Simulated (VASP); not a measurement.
AgBr:

```
CELL_PARAMETERS angstrom
0.00000 2.89901 2.89901
2.89901 0.00000 2.89901
2.89901 2.89901 0.00000
ATOMIC_POSITIONS crystal
Ag 0.00000 0.00000 0.00000
Br 0.50000 0.50000 0.50000
```

Base run:

* Program: VASP 6.6.1
* Functional: PBE
* Potentials or basis: VASP PAW PBE potentials, release 64 (Ag, Br)
* Cutoff: 500 eV
* k mesh: 5 × 5 × 5
* Occupations: fermi-dirac, width 0.1 eV
* Spin: no spin polarisation
* Hubbard terms: Ag d U = 3.0 eV

Its results: band gap on the k mesh 1.31 eV, indirect (least direct gap 2.59 eV); pressure 0.9 GPa.

Task: The run is repeated on the same cell with these changes: hubbard terms from Ag d U = 3.0 eV to none. What comes out?

Result: Band gap on the k mesh 0.81 eV, indirect (least direct gap 2.50 eV); pressure 0.9 GPa.

The U term pushes filled and empty states of the shell apart.

A k mesh can miss the band edges.
